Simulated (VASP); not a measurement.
# Sr2NbH4 (I4/mmm) in VASP: further runs, part 2 of 2

VASP 6.6.1. The steps go on from the part before.

### Step 4. Relaxation of cell and atoms, PBE

Contents of INCAR:

```
SYSTEM = Sr2NbH4
PREC     = Accurate       ! precision mode
ENCUT    = 600            ! plane-wave cutoff, eV
EDIFF    = 1E-6           ! SCF threshold, eV
ISMEAR   = 0              ! smearing method
SIGMA    = 0.1            ! smearing width, eV
LREAL    = .False.        ! projectors in reciprocal space
LASPH    = .True.         ! aspherical terms in the spheres
NELM     = 100            ! most SCF steps
ALGO     = Normal         ! electronic algorithm
ISIF     = 3              ! what is computed and relaxed
LWAVE    = .False.        ! write WAVECAR
LCHARG   = .False.        ! write CHGCAR
GGA      = PE             ! functional
IBRION   = 2              ! ionic algorithm
NSW      = 90             ! ionic steps
EDIFFG   = -0.04          ! ionic threshold
```

Contents of KPOINTS:

```
regular mesh
0
Gamma
  4 4 4
  0 0 0
```

Contents of POSCAR:

```
Sr2NbH4
1.0
   -3.1606499117      3.1606499117      2.5823903629
    3.1606499117     -3.1606499117      2.5823903629
    3.1606499117      3.1606499117     -2.5823903629
Sr Nb H
2 1 4
Direct
    0.7500000000      0.2500000000      0.5000000000
    0.2500000000      0.7500000000      0.5000000000
    0.0000000000      0.0000000000      0.0000000000
    0.3030000000      0.3030000000      0.6060000000
    0.3030000000      0.6970000000      0.0000000000
    0.6970000000      0.6970000000      0.3940000000
    0.6970000000      0.3030000000      0.0000000000
```

On the command line:

```bash
$ cat potpaw_PBE.64/Sr_sv/POTCAR potpaw_PBE.64/Nb_sv/POTCAR potpaw_PBE.64/H/POTCAR > POTCAR
$ mpirun -np 1 vasp_std > vasp.out
```

Wall time 7.4 min (1 thread of Intel Xeon Platinum 8488C (Sapphire Rapids), shared host); peak memory 0.29 GiB.

The run converged. Its results:

| Quantity | Value |
| --- | --- |
| Free energy | -26.6679 eV |
| Relaxed volume | 17.71 Å³/atom |
| Relaxed cell | a = 5.522 Å, b = 5.522 Å, c = 5.522 Å, α = 116.97°, β = 116.97°, γ = 95.34° |
| Space group after relaxing (to 0.05 Å) | I4/mmm (No. 139) |
| Energy gained by relaxing | 845.1 meV/atom |
| Ionic steps | 14 |
| Pressure after relaxing | 0.0 GPa |
| Largest force after relaxing | 0.024 eV/Å |

Forces on the atoms (eV/Å):
```
Sr   0.000  0.000  0.000
Sr   0.000  0.000  0.000
Nb   0.000  0.000  0.000
H    0.017  0.017  0.000
H   -0.017  0.017  0.000
H   -0.017 -0.017  0.000
H    0.017 -0.017  0.000
```

Stress tensor (GPa, compression positive):
```
 0.03  0.00  0.00
 0.00  0.03  0.00
 0.00  0.00 -0.11
```

The path:
```tsv
step	energy change (eV)	largest force (eV/Å)	pressure (GPa)	volume (Å³)
1	0.0000	0.8857	1.36	103.19
2	-1.9649	1.2603	0.92	104.30
3	-4.6440	1.3096	4.75	100.89
4	-4.5349	0.4793	10.22	96.57
5	-4.7232	0.9031	7.69	98.44
6	-5.3061	0.7441	-0.29	116.07
7	-5.3171	0.7244	-1.06	118.65
8	-5.6205	0.3959	-0.13	119.41
9	-5.8429	0.1958	1.51	120.24
10	-5.8490	0.3425	1.91	120.37
11	-5.8650	0.1908	-1.90	129.32
12	-5.9133	0.0361	-0.29	125.14
13	-5.9133	0.0418	-0.24	125.05
14	-5.9155	0.0238	-0.02	123.96
```

Final structure:
```yaml
crystal:
  lattice:
    - [-2.88673, 2.88673, 3.71897]
    - [2.88673, -2.88673, 3.71897]
    - [2.88673, 2.88673, -3.71897]
  atoms:
    - { symbol: Sr, position: [0.75000, 0.25000, 0.50000] }
    - { symbol: Sr, position: [0.25000, 0.75000, 0.50000] }
    - { symbol: Nb, position: [0.00000, 0.00000, 0.00000] }
    - { symbol: H, position: [0.23727, 0.23727, 0.47453] }
    - { symbol: H, position: [0.23727, 0.76273, 0.00000] }
    - { symbol: H, position: [0.76273, 0.76273, 0.52547] }
    - { symbol: H, position: [0.76273, 0.23727, 0.00000] }
```

Levels at points of the mesh, in eV from the Fermi level:
```tsv
k point	band 16	band 17	band 18	band 19	band 20	band 21
(0.00, 0.00, 0.00)	-3.29	-0.72	0.11	0.15	0.15	1.25
(0.50, 0.00, 0.00)	-2.69	-0.59	-0.10	0.05	0.12	1.21
(0.50, 0.50, 0.00)	-2.62	-0.82	-0.02	0.04	0.19	2.00
(0.50, 0.50, 0.50)	-2.81	-0.95	-0.90	-0.75	0.31	0.31
```

Caveat: the k points lie up to 0.38 Å⁻¹ apart in the final cell; the volume moved by over 15 % at a fixed basis, so the end points are rough.

### Step 5. Single point, PBE

This run uses another cell than the first one, of 17.74 Å³/atom, 1.204 times its volume.

Contents of INCAR:

```
PREC     = Accurate       # precision mode
ENCUT    = 520            # plane-wave cutoff, eV
EDIFF    = 1E-7           # SCF threshold, eV
ISMEAR   = 0              # smearing method
SIGMA    = 0.1            # smearing width, eV
LREAL    = False          # projectors in reciprocal space
LASPH    = True           # aspherical terms in the spheres
NELM     = 60             # most SCF steps
ALGO     = Normal         # electronic algorithm
ISIF     = 2              # what is computed and relaxed
LWAVE    = False          # write WAVECAR
LCHARG   = False          # write CHGCAR
GGA      = PE             # functional
NBANDS   = 28             # bands
```

Contents of KPOINTS:

```
regular mesh
0
Gamma
  10 10 10
```

Contents of POSCAR:

```
Sr2NbH4
1.0
   -2.8780663238      2.8780663238      3.7484709590
    2.8780663238     -2.8780663238      3.7484709590
    2.8780663238      2.8780663238     -3.7484709590
Sr Nb H
2 1 4
Direct
    0.7500000000      0.2500000000      0.5000000000
    0.2500000000      0.7500000000      0.5000000000
    0.0000000000      0.0000000000      0.0000000000
    0.2383041744      0.2383041744      0.4766083487
    0.2383041744      0.7616958256      0.0000000000
    0.7616958256      0.7616958256      0.5233916513
    0.7616958256      0.2383041744      0.0000000000
```

Potentials or basis: VASP PAW PBE potentials, release 64 (Sr_sv, Nb_sv, H).

On the command line:

```bash
$ cat potpaw_PBE.64/Sr_sv/POTCAR potpaw_PBE.64/Nb_sv/POTCAR potpaw_PBE.64/H/POTCAR > POTCAR
$ mpirun -np 1 vasp_std > vasp.out
```

OUTCAR:

```text
PREC = Accurate
   ENCUT = 520
   EDIFF = 1E-7
   ISMEAR = 0
   LREAL = False
   LASPH = True
   NELM = 60
   ISIF = 2
   GGA = PE

 ion  position               nearest neighbor table
   1  0.750  0.250  0.500-   6 2.77   4 2.77   7 2.77   7 2.77   5 2.77   5 2.77   4 2.77   6 2.77
                             3 3.43   3 3.43   3 3.43   3 3.43   2 3.75   2 3.75   2 4.07   2 4.07
   2  0.250  0.750  0.500-   6 2.77   4 2.77   5 2.77   5 2.77   7 2.77   7 2.77   6 2.77   4 2.77
                             3 3.43   3 3.43   3 3.43   3 3.43   1 3.75   1 3.75   1 4.07   1 4.07
   3  0.000  0.000  0.000-   4 1.94   6 1.94   5 1.94   7 1.94   1 3.43   2 3.43   1 3.43   2 3.43
                             1 3.43   2 3.43   1 3.43   2 3.43
   4  0.238  0.238  0.477-   3 1.94   2 2.77   1 2.77   2 2.77   1 2.77
   5  0.238  0.762  0.000-   3 1.94   2 2.77   1 2.77   2 2.77   1 2.77
   6  0.762  0.762  0.523-   3 1.94   1 2.77   2 2.77   2 2.77   1 2.77
   7  0.762  0.238  0.000-   3 1.94   1 2.77   2 2.77   1 2.77   2 2.77

  LATTYP: Found a body centered tetragonal cell.
 ALAT       =     5.7561326476
 C/A-ratio  =     1.3024268857

  Lattice vectors:

 A1 = (  -2.8780663238,   2.8780663238,   3.7484709590)
 A2 = (   2.8780663238,  -2.8780663238,   3.7484709590)
 A3 = (   2.8780663238,   2.8780663238,  -3.7484709590)

Analysis of symmetry for initial positions (statically):
=====================================================================
 Subroutine PRICEL returns:
 Original cell was already a primitive cell.

 Routine SETGRP: Setting up the symmetry group for a
 body centered tetragonal supercell.

 Subroutine GETGRP returns: Found 16 space group operations
 (whereof 16 operations were pure point group operations)
 out of a pool of 16 trial point group operations.

The static configuration has the point symmetry D_4h.

Analysis of symmetry for dynamics (positions and initial velocities):
=====================================================================
 Subroutine PRICEL returns:
 Original cell was already a primitive cell.

 Routine SETGRP: Setting up the symmetry group for a
 body centered tetragonal supercell.

 Subroutine GETGRP returns: Found 16 space group operations
 (whereof 16 operations were pure point group operations)
 out of a pool of 16 trial point group operations.

The dynamic configuration has the point symmetry D_4h.

 Subroutine INISYM returns: Found 16 space group operations
 (whereof 16 operations are pure point group operations),
 and found     1 'primitive' translations

----------------------------------------------------------------------------------------

                                     Primitive cell

  volume of cell :     124.1983

  direct lattice vectors                    reciprocal lattice vectors
    -2.878066324  2.878066324  3.748470959     0.000000000  0.173727755  0.133387721
     2.878066324 -2.878066324  3.748470959     0.173727755  0.000000000  0.133387721
     2.878066324  2.878066324 -3.748470959     0.173727755  0.173727755  0.000000000

  length of vectors
     5.533314202  5.533314202  5.533314202     0.219028804  0.219028804  0.245688147

  position of ions in fractional coordinates (direct lattice)
     0.750000000  0.250000000  0.500000000
     0.250000000  0.750000000  0.500000000
     0.000000000  0.000000000  0.000000000
[... 43 lines left out ...]
  0.000000  0.000000  0.000000      1.000000
  0.100000  0.000000  0.000000      8.000000
  0.200000  0.000000  0.000000      8.000000
  0.300000  0.000000  0.000000      8.000000
  0.400000  0.000000 -0.000000      8.000000
  0.500000  0.000000  0.000000      4.000000
[... 16 lines left out ...]
  0.300000  0.300000  0.000000      8.000000
  0.400000  0.300000  0.000000     16.000000
 [... further k-points ...]
   k-points           NKPTS =    102   k-points in BZ     NKDIM =    102   number of bands    NBANDS=     28
   number of dos      NEDOS =    301   number of ions     NIONS =      7
   total plane-waves  NPLWV =  74088
   dimension x,y,z NGX =    42 NGY =   42 NGZ =   42
   dimension x,y,z NGXF=    84 NGYF=   84 NGZF=   84
   ions per type =               2   1   4
   NGX,Y,Z   is equivalent  to a cutoff of  12.62, 12.62, 12.62 a.u.
   NGXF,Y,Z  is equivalent  to a cutoff of  25.24, 25.24, 25.24 a.u.
 SYSTEM =  unknown system
   PREC   = accura    normal or accurate (medium, high low for compatibility)
   ISTART =      0    job   : 0-new  1-cont  2-samecut
   ICHARG =      2    charge: 1-file 2-atom 10-const
   ISPIN  =      1    spin polarized calculation?
   LNONCOLLINEAR =      F non collinear calculations
   LSORBIT =      F    spin-orbit coupling
   LASPH  =      T    aspherical Exc in radial PAW
   ENCUT  =  520.0 eV  38.22 Ry    6.18 a.u.  10.29 10.29 10.29*2*pi/ulx,y,z
   NELM   =     60;   NELMIN=  2; NELMDL= -5     # of ELM steps
   EDIFF  = 0.1E-06   stopping-criterion for ELM
   LREAL  =      F    real-space projection
   EDIFFG = 0.1E-05   stopping-criterion for IOM
   NSW    =      0    number of steps for IOM
   IBRION =     -1    ionic relax: 0-MD 1-quasi-New 2-CG
   NFREE  =      0    steps in history (QN), initial steepest desc. (CG)
   ISIF   =      2    stress and relaxation
   ISYM   =      2    0-nonsym 1-usesym 2-fastsym
   POTIM  = 0.5000    time-step for ionic-motion
   TEBEG  =    0.0;   TEEND  =   0.0 temperature during run
   PSTRESS=    0.0 pullay stress
   NELECT =      37.0000    total number of electrons
   NUPDOWN=      -1.0000    fix difference up-down
   EMIN   =  10.00;   EMAX   =-10.00  energy-range for DOS
   EFERMI =   0.00;   METHOD = LEGACY
   ISMEAR =     0;   SIGMA  =   0.10  broadening in eV -4-tet -1-fermi 0-gaus
   EFERMI_NEDOS =   21; number of points for ismear=-14 and -15
   IALGO  =     38    algorithm
   IMIX   =      4    mixing-type and parameters
     AMIX     =   0.40;   BMIX     =  1.00
     AMIX_MAG =   1.60;   BMIX_MAG =  1.00
  volume/ion in A,a.u.               =      17.74       119.73
  Fermi-wavevector in a.u.,A,eV,Ry     =   1.093378  2.066184 16.265418  1.195475
  Thomas-Fermi vector in A             =   2.229662
   LORBIT       =      0    0 simple, 1 ext, 2 COOP (PROOUT), +10 PAW based schemes
   GGA     = PE    functional components
   LHFCALC =     F    Hartree Fock is set to
   AEXX    =    0.0000 exact exchange contribution
   IVDW    =     0    specifies the selected vdW correction
   LEPSILON=     F    determine dielectric tensor
   LRPA    =     F    only Hartree local field effects (RPA)
 non-spin polarized calculation
 Gauss-broadening in eV      SIGMA  =   0.10
  energy-cutoff  :      520.00
  volume of cell :      124.20
 maximum number of plane-waves:      3373
 NGX is ok and might be reduce to    42
   NGX = 21   NGY = 21   NGZ = 21

 number of electron      36.9999996 magnetization

 Free energy of the ion-electron system (eV)
  ---------------------------------------------------
  ext. energy  EPLUGINS =         0.00000000
  ---------------------------------------------------
  free energy    TOTEN  =       -26.72840746 eV

  energy without entropy =      -26.66816815  energy(sigma->0) =      -26.69828780

 E-fermi :   2.6250     XC(G=0):  -8.7060

 val. band max:        2.6250275725   @ k =   0.3000   0.1000   0.1000
 cond. band min:       2.6254417888   @ k =   0.3000   0.3000   0.2000
 fundamental gap:      0.0004142164
 Fermi energy:         2.6250462860

 k-point     1 :       0.0000    0.0000    0.0000
  band No.  band energies     occupation
      1     -51.9137      2.00000
      2     -32.6875      2.00000
      3     -32.6422      2.00000
      4     -28.1006      2.00000
      5     -27.9780      2.00000
      6     -27.9780      2.00000
[... 733 lines left out ...]
     27       7.3994      0.00000
     28       7.9927      0.00000

 [... further k-points ...]
[... 5 lines left out ...]
  --------------------------------------------------------------------------------------
  -------------------------------------------------------------------------------------
  Total       -0.0037754     -0.0037754      0.0377436      0.0000000      0.0000000      0.0000000
  in kB       -0.0487037     -0.0487037      0.4868977      0.0000000      0.0000000      0.0000000
  external PRESSURE =       0.1298301 kB  Pullay stress =       0.0000000 kB

 VOLUME and BASIS-vectors are now :
 -----------------------------------------------------------------------------
  energy-cutoff  :      520.00
  volume of cell :      124.20
      direct lattice vectors                 reciprocal lattice vectors
    -2.878066324  2.878066324  3.748470959     0.000000000  0.173727755  0.133387721
     2.878066324 -2.878066324  3.748470959     0.173727755  0.000000000  0.133387721
     2.878066324  2.878066324 -3.748470959     0.173727755  0.173727755  0.000000000

 POSITION                                       TOTAL-FORCE (eV/Angst)
 -----------------------------------------------------------------------------------
      0.00000      2.87807      1.87424        -0.000000     -0.000000      0.000000
      2.87807      0.00000      1.87424        -0.000000     -0.000000      0.000000
      0.00000      0.00000      0.00000        -0.000000     -0.000000      0.000000
      1.37171      1.37171      0.00000        -0.003090     -0.003090     -0.000000
      1.50636     -1.50636      3.74847         0.003090     -0.003090      0.000000
      1.50636      1.50636      3.74847         0.003090      0.003090      0.000000
     -1.50636      1.50636      3.74847        -0.003090      0.003090      0.000000
 -----------------------------------------------------------------------------------
    total drift:                               -0.000000     -0.000000      0.000000

  FREE ENERGIE OF THE ION-ELECTRON SYSTEM (eV)
  ---------------------------------------------------
  free  energy   TOTEN  =       -26.7284074596 eV

  energy  without entropy=      -26.6681681489  energy(sigma->0) =      -26.69828780
```

It took 6.6 min on 1 thread of Intel Xeon Platinum 8488C (Sapphire Rapids), shared host; peak memory 0.5 GiB.

What came out:

```yaml
Free_energy: -26.7284 eV
Pressure: 0.0 GPa
Largest_force: 0.004 eV/Å
```

Forces in eV/Å, atoms in the order of the input:
```
Sr   0.000  0.000  0.000
Sr   0.000  0.000  0.000
Nb   0.000  0.000  0.000
H   -0.003 -0.003  0.000
H    0.003 -0.003  0.000
H    0.003  0.003  0.000
H   -0.003  0.003  0.000
```

Levels at points of the mesh, in eV from the Fermi level:
| k point | band 15 | band 16 | band 17 | band 18 | band 19 | band 20 | band 21 | band 22 |
| --- | --- | --- | --- | --- | --- | --- | --- | --- |
| (0.00, 0.00, 0.00) | -3.27 | -3.27 | -0.74 | 0.11 | 0.15 | 0.15 | 1.22 | 3.17 |
| (0.50, 0.00, 0.00) | -3.90 | -2.66 | -0.59 | -0.11 | 0.05 | 0.12 | 1.20 | 2.77 |
| (0.50, 0.50, 0.00) | -4.03 | -2.62 | -0.81 | -0.01 | 0.04 | 0.19 | 2.02 | 2.09 |
| (0.50, 0.50, 0.50) | -2.79 | -2.79 | -0.95 | -0.90 | -0.77 | 0.29 | 0.29 | 2.11 |

### Step 6. Overview

```csv
task,cell,k mesh,cutoff (eV),gap on the mesh (eV),pressure (GPa),largest force (eV/Å)
single point,"a = 5.162 Å, angles 104.5, 104.5, 120.0°, 7 atoms",4 × 4 × 4,520,none,1.3,0.89
single point,"a = 5.540 Å, angles 117.4, 117.4, 94.6°, 7 atoms",4 × 4 × 4,520,none,-0.1,-
relaxation of cell and atoms,"relaxed from a = 5.162 Å, angles 104.5, 104.5, 120.0°, 7 atoms",4 × 4 × 4,600,none,0.0,0.02
single point,"a = 5.533 Å, angles 117.3, 117.3, 94.7°, 7 atoms",10 × 10 × 10,520,none,0.0,-
```

Alike in all rows: level PBE; potentials or basis VASP PAW PBE potentials, release 64 (Sr_sv, Nb_sv, H); no spin polarisation; smearing gaussian 0.1 eV.

Caveats: some runs use coarse meshes; the volume moved by over 15 % at a fixed basis, so the end points are rough (some runs).

Total energies depend on the potentials used, so only differences within one code and one set of settings carry meaning.
